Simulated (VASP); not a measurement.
# Ge (Cmmm) in VASP: single point with r2SCAN

Aim: the single point of Ge with r2SCAN.

All numbers are computed with VASP 6.6.1; they aren't measurements. Logs are shortened: lines on timing, memory, paths and dates and some standing lists are left out, and cuts for length are marked.

**1. The cell of the first run**

Symmetry: Cmmm, No. 65, orthorhombic system. The conventional cell has a = 2.774 Å, b = 5.101 Å, c = 2.646 Å, α = 90.00°, β = 90.00°, γ = 90.00°. Within 3.5 Å of Ge (site symmetry mmm) lie 8 Ge at 2.65 to 2.90 Å.

**2. Single point, r2SCAN**

File POSCAR:

```
Ge
1.0
    1.3867709386     -2.5504887059      0.0000000000
    1.3867709386      2.5504887059      0.0000000000
    0.0000000000      0.0000000000      2.6462165275
Ge
1
Direct
    0.5000000000      0.5000000000      0.0000000000
```

File INCAR.step1:

```
SYSTEM = Ge
PREC = Accurate ; ENCUT = 520
ISMEAR = 0 ; SIGMA = 0.1
LREAL = .FALSE. ; LASPH = .TRUE.
NELM = 60 ; NBANDS = 13
GGA = PE ; ALGO = Normal
EDIFF = 1E-4 ; LWAVE = .TRUE.
LCHARG = .FALSE.
```

File INCAR.step2:

```
SYSTEM = Ge
PREC = Accurate ; ENCUT = 520
EDIFF = 1E-6 ; ISMEAR = 0
SIGMA = 0.1 ; LREAL = .FALSE.
LASPH = .TRUE. ; NELM = 60
ALGO = Normal ; ISIF = 2
LWAVE = .FALSE. ; LCHARG = .FALSE.
METAGGA = R2SCAN ; LMIXTAU = .TRUE.
NBANDS = 13 ; ISTART = 1
```

File KPOINTS:

```
Automatic mesh
0
G
  16 16 16
  0 0 0
```

Potentials or basis: VASP PAW PBE potentials, release 64 (Ge_d).

On the command line:

```sh
cat potpaw_PBE.64/Ge_d/POTCAR > POTCAR
cp INCAR.step1 INCAR
mpirun -np 1 vasp_std > vasp.out
cp INCAR.step2 INCAR
mpirun -np 1 vasp_std > vasp.out
```

OUTCAR:

```text
SYSTEM = Ge
   PREC = Accurate
   ENCUT = 520
   EDIFF = 1E-6
   ISMEAR = 0
   LREAL = .FALSE.
   LASPH = .TRUE.
   NELM = 60
   ISIF = 2
   METAGGA = R2SCAN
   ISTART = 1

 ion  position               nearest neighbor table
   1  0.500  0.500  0.000-

  LATTYP: Found a base centered orthorhombic cell.
 ALAT       =     2.7735418772
 B/A-ratio  =     1.8391564424
 C/A-ratio  =     0.9540928692

  Lattice vectors:

 A1 = (   1.3867709386,  -2.5504887059,   0.0000000000)
 A2 = (   1.3867709386,   2.5504887059,   0.0000000000)
 A3 = (   0.0000000000,   0.0000000000,   2.6462165275)

Analysis of symmetry for initial positions (statically):
=====================================================================
 Subroutine PRICEL returns:
 Original cell was already a primitive cell.

 Routine SETGRP: Setting up the symmetry group for a
 base centered orthorhombic supercell.

 Subroutine GETGRP returns: Found  8 space group operations
 (whereof  8 operations were pure point group operations)
 out of a pool of  8 trial point group operations.

The static configuration has the point symmetry D_2h.

Analysis of symmetry for dynamics (positions and initial velocities):
=====================================================================
 Subroutine PRICEL returns:
 Original cell was already a primitive cell.

 Routine SETGRP: Setting up the symmetry group for a
 base centered orthorhombic supercell.

 Subroutine GETGRP returns: Found  8 space group operations
 (whereof  8 operations were pure point group operations)
 out of a pool of  8 trial point group operations.

The dynamic configuration has the point symmetry D_2h.

 Subroutine INISYM returns: Found  8 space group operations
 (whereof  8 operations are pure point group operations),
 and found     1 'primitive' translations

----------------------------------------------------------------------------------------

                                     Primitive cell

  volume of cell :      18.7190

  direct lattice vectors                    reciprocal lattice vectors
     1.386770939 -2.550488706  0.000000000     0.360549811 -0.196040860  0.000000000
     1.386770939  2.550488706  0.000000000     0.360549811  0.196040860  0.000000000
     0.000000000  0.000000000  2.646216528     0.000000000  0.000000000  0.377898025

  length of vectors
     2.903123538  2.903123538  2.646216528     0.410400031  0.410400031  0.377898025

  position of ions in fractional coordinates (direct lattice)
     0.500000000  0.500000000  0.000000000

  ion indices of the primitive-cell ions
   primitive index   ion index
                 1           1

----------------------------------------------------------------------------------------

 KPOINTS: Automatic mesh

Automatic generation of k-mesh.
 Grid dimensions read from file:
 generate k-points for:   16   16   16

 Generating k-lattice:

  Cartesian coordinates                     Fractional coordinates (reciprocal lattice)
     0.022534363 -0.012252554  0.000000000     0.062500000  0.000000000  0.000000000
     0.022534363  0.012252554  0.000000000     0.000000000  0.062500000  0.000000000
     0.000000000  0.000000000  0.023618627     0.000000000  0.000000000  0.062500000

  Length of vectors
     0.025650002  0.025650002  0.023618627

  Shift w.r.t. Gamma in fractional coordinates (k-lattice)
     0.000000000  0.000000000  0.000000000

 Subroutine IBZKPT returns following result:
 ===========================================

 Found    657 irreducible k-points:

 Following reciprocal coordinates:
            Coordinates               Weight
  0.000000  0.000000  0.000000      1.000000
  0.062500  0.000000  0.000000      4.000000
  0.125000  0.000000  0.000000      4.000000
  0.187500 -0.000000  0.000000      4.000000
  0.250000  0.000000  0.000000      4.000000
  0.312500  0.000000  0.000000      4.000000
[... 16 lines left out ...]
 -0.125000  0.062500  0.000000      4.000000
 -0.062500  0.062500  0.000000      2.000000
 [... further k-points ...]
   k-points           NKPTS =    657   k-points in BZ     NKDIM =    657   number of bands    NBANDS=     13
   number of dos      NEDOS =    301   number of ions     NIONS =      1
   total plane-waves  NPLWV =  11520
   dimension x,y,z NGX =    24 NGY =   24 NGZ =   20
   dimension x,y,z NGXF=    48 NGYF=   48 NGZF=   40
   ions per type =               1
   NGX,Y,Z   is equivalent  to a cutoff of  13.74, 13.74, 12.56 a.u.
   NGXF,Y,Z  is equivalent  to a cutoff of  27.49, 27.49, 25.13 a.u.
 SYSTEM =  Ge
   PREC   = accura    normal or accurate (medium, high low for compatibility)
   ISTART =      1    job   : 0-new  1-cont  2-samecut
   ICHARG =      0    charge: 1-file 2-atom 10-const
   ISPIN  =      1    spin polarized calculation?
   LNONCOLLINEAR =      F non collinear calculations
   LSORBIT =      F    spin-orbit coupling
   LASPH  =      T    aspherical Exc in radial PAW
   ENCUT  =  520.0 eV  38.22 Ry    6.18 a.u.   5.40  5.40  4.92*2*pi/ulx,y,z
   NELM   =     60;   NELMIN=  2; NELMDL=  0     # of ELM steps
   EDIFF  = 0.1E-05   stopping-criterion for ELM
   LREAL  =      F    real-space projection
   EDIFFG = 0.1E-04   stopping-criterion for IOM
   NSW    =      0    number of steps for IOM
   IBRION =     -1    ionic relax: 0-MD 1-quasi-New 2-CG
   NFREE  =      0    steps in history (QN), initial steepest desc. (CG)
   ISIF   =      2    stress and relaxation
   ISYM   =      2    0-nonsym 1-usesym 2-fastsym
   POTIM  = 0.5000    time-step for ionic-motion
   TEBEG  =    0.0;   TEEND  =   0.0 temperature during run
   PSTRESS=    0.0 pullay stress
   NELECT =      14.0000    total number of electrons
   NUPDOWN=      -1.0000    fix difference up-down
   EMIN   =  10.00;   EMAX   =-10.00  energy-range for DOS
   EFERMI =   0.00;   METHOD = LEGACY
   ISMEAR =     0;   SIGMA  =   0.10  broadening in eV -4-tet -1-fermi 0-gaus
   EFERMI_NEDOS =   21; number of points for ismear=-14 and -15
   IALGO  =     38    algorithm
   IMIX   =      4    mixing-type and parameters
     AMIX     =   0.40;   BMIX     =  1.00
     AMIX_MAG =   1.60;   BMIX_MAG =  1.00
  volume/ion in A,a.u.               =      18.72       126.32
  Fermi-wavevector in a.u.,A,eV,Ry     =   1.486014  2.808160 30.044911  2.208239
  Thomas-Fermi vector in A             =   2.599354
   LORBIT       =      0    0 simple, 1 ext, 2 COOP (PROOUT), +10 PAW based schemes
   METAGGA = R2SCAN    functional components
   LHFCALC =     F    Hartree Fock is set to
   AEXX    =    0.0000 exact exchange contribution
   IVDW    =     0    specifies the selected vdW correction
   LEPSILON=     F    determine dielectric tensor
   LRPA    =     F    only Hartree local field effects (RPA)
 non-spin polarized calculation
 Gauss-broadening in eV      SIGMA  =   0.10
  energy-cutoff  :      520.00
  volume of cell :       18.72
 maximum number of plane-waves:       516
 NGX is ok and might be reduce to    24
   NGX = 11   NGY = 11   NGZ =  9

 number of electron      13.9999993 magnetization

 Free energy of the ion-electron system (eV)
  ---------------------------------------------------
  ext. energy  EPLUGINS =         0.00000000
  ---------------------------------------------------
  free energy    TOTEN  =       -13.48832187 eV

  energy without entropy =      -13.48678994  energy(sigma->0) =      -13.48755591

 E-fermi :   6.6401     XC(G=0): -12.3414

 val. band max:        6.6308508643   @ k =   0.5000   0.3125   0.3750
 cond. band min:       6.6531202844   @ k =  -0.3750   0.1875   0.1875
 fundamental gap:      0.0222694201
 Fermi energy:         6.6401280452

 k-point     1 :       0.0000    0.0000    0.0000
  band No.  band energies     occupation
      1     -18.9344      2.00000
      2     -18.8462      2.00000
      3     -18.7956      2.00000
      4     -18.6645      2.00000
      5     -18.6478      2.00000
      6      -7.2927      2.00000
      7      14.0276      0.00000
      8      14.5301      0.00000
      9      15.8837      0.00000
     10      17.4677      0.00000
     11      20.3442      0.00000
     12      22.4351      0.00000
     13      23.2167      0.00000

 k-point     2 :       0.0625    0.0000    0.0000
  band No.  band energies     occupation
      1     -18.9312      2.00000
      2     -18.8415      2.00000
      3     -18.7962      2.00000
      4     -18.6652      2.00000
      5     -18.6499      2.00000
      6      -7.1901      2.00000
      7      14.0450      0.00000
      8      14.1289      0.00000
      9      14.9050      0.00000
     10      17.8672      0.00000
     11      20.2678      0.00000
     12      21.3699      0.00000
     13      23.7671      0.00000

 k-point     3 :       0.1250    0.0000    0.0000
  band No.  band energies     occupation
      1     -18.9228      2.00000
      2     -18.8300      2.00000
      3     -18.7951      2.00000
      4     -18.6677      2.00000
      5     -18.6558      2.00000
      6      -6.8824      2.00000
      7      12.3678      0.00000
      8      13.6855      0.00000
      9      14.4302      0.00000
     10      17.9857      0.00000
     11      19.4168      0.00000
     12      22.4000      0.00000
     13      25.2166      0.00000
[... 305 lines left out ...]
 k-point    23 :      -0.1250    0.0625    0.0000
  band No.  band energies     occupation
      1     -18.9272      2.00000
      2     -18.8428      2.00000
      3     -18.7874      2.00000
      4     -18.6690      2.00000
      5     -18.6505      2.00000
      6      -7.0046      2.00000
      7      12.2888      0.00000
      8      14.3076      0.00000
      9      14.3918      0.00000
     10      18.2940      0.00000
     11      20.1039      0.00000
     12      22.8082      0.00000
     13      24.1577      0.00000

 k-point    24 :      -0.0625    0.0625    0.0000
  band No.  band energies     occupation
      1     -18.9323      2.00000
      2     -18.8464      2.00000
      3     -18.7916      2.00000
      4     -18.6663      2.00000
      5     -18.6481      2.00000
      6      -7.1999      2.00000
      7      13.3780      0.00000
      8      14.1176      0.00000
      9      15.6031      0.00000
     10      17.8430      0.00000
     11      20.2362      0.00000
     12      22.8924      0.00000
     13      23.2235      0.00000

 [... further k-points ...]
[... 5 lines left out ...]
  --------------------------------------------------------------------------------------
  -------------------------------------------------------------------------------------
  Total       -0.0299881     -0.0379609     -0.0202787      0.0000000      0.0000000      0.0000000
  in kB       -2.5667017     -3.2490999     -1.7356680      0.0000000      0.0000000      0.0000000
  external PRESSURE =      -2.5171565 kB  Pullay stress =       0.0000000 kB

 VOLUME and BASIS-vectors are now :
 -----------------------------------------------------------------------------
  energy-cutoff  :      520.00
  volume of cell :       18.72
      direct lattice vectors                 reciprocal lattice vectors
     1.386770939 -2.550488706  0.000000000     0.360549811 -0.196040860  0.000000000
     1.386770939  2.550488706  0.000000000     0.360549811  0.196040860  0.000000000
     0.000000000  0.000000000  2.646216528     0.000000000  0.000000000  0.377898025

 POSITION                                       TOTAL-FORCE (eV/Angst)
 -----------------------------------------------------------------------------------
      1.38677      0.00000      0.00000         0.000000     -0.000000      0.000000
 -----------------------------------------------------------------------------------
    total drift:                               -0.000000     -0.000000     -0.000000

  FREE ENERGIE OF THE ION-ELECTRON SYSTEM (eV)
  ---------------------------------------------------
  free  energy   TOTEN  =       -13.4883218729 eV

  energy  without entropy=      -13.4867899394  energy(sigma->0) =      -13.48755591
```

It took 3.1 min on 1 thread of Intel Xeon Platinum 8488C (Sapphire Rapids), shared host; peak memory 0.25 GiB.

What came out:

* Free energy: -13.4883 eV
* Pressure: -0.3 GPa
* Band gap on the k mesh: zero (band 7 reaches 14.04 eV, above the bottom of band 8 at 3.54 eV)

Stress tensor (GPa, compression positive):
```
-0.26  0.00  0.00
 0.00 -0.32  0.00
 0.00  0.00 -0.17
```

Caveat: the PAW data sets were made with another functional, which shifts forces and pressure a little.
